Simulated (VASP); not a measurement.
Write the native input for VASP 6.6.1 that does the following.

```yaml
Task: single point
Functional: PBE
Potentials_or_basis: VASP PAW PBE potentials, release 64 (Y_sv, Si, F)
Cutoff: 520 eV
k_mesh: 6 × 6 × 2
Occupations: gaussian, width 0.1 eV
Spin: no spin polarisation
Dipole_correction: no
Further_INCAR_settings: ALGO = Normal; EDIFF = 1e-07; NBANDS = 33
```

The structure of Y3Si2F lies in POSCAR:

```
Y3Si2F
1.0
    4.9105114194     -0.0000000035      0.0000000000
   -2.4552557067      4.2526276365      0.0000000000
    0.0000000000      0.0000000000      9.3540355372
Y Si F
3 2 1
Direct
    0.6666666667      0.3333333333      0.0000000000
    0.3333333333      0.6666666667      0.7792293648
    0.3333333333      0.6666666667      0.2207706352
    0.6666666667      0.3333333333      0.7086980457
    0.6666666667      0.3333333333      0.2913019543
    0.6666666667      0.3333333333      0.5000000000
```

These files were run (other wordings do the same):

INCAR

```
SYSTEM = Y3Si2F
  PREC = Accurate
  ENCUT = 520
  EDIFF = 1E-7
  ISMEAR = 0
  SIGMA = 0.1
  LREAL = .FALSE.
  LASPH = .TRUE.
  NELM = 60
  ALGO = Normal
  ISIF = 2
  LWAVE = .FALSE.
  LCHARG = .FALSE.
  GGA = PE
  NBANDS = 33
```

KPOINTS

```
Automatic mesh
0
G
  6 6 2
  0 0 0
```

Potentials or basis: VASP PAW PBE potentials, release 64 (Y_sv, Si, F).

Command:

```console
$ cat potpaw_PBE.64/Y_sv/POTCAR potpaw_PBE.64/Si/POTCAR potpaw_PBE.64/F/POTCAR > POTCAR
$ mpirun -np 1 vasp_std > vasp.out
```

It gave:

The pressure is -0.1 GPa and the largest force is 0.015 eV/Å. The band gap on the k mesh is zero (band 24 reaches 1.99 eV, above the bottom of band 25 at 1.93 eV).

Wall time 2.4 min on 1 thread of Intel(R) Xeon(R) Platinum 8375C CPU @ 2.90GHz (Ice Lake), on a shared host, peak memory 0.38 GiB.
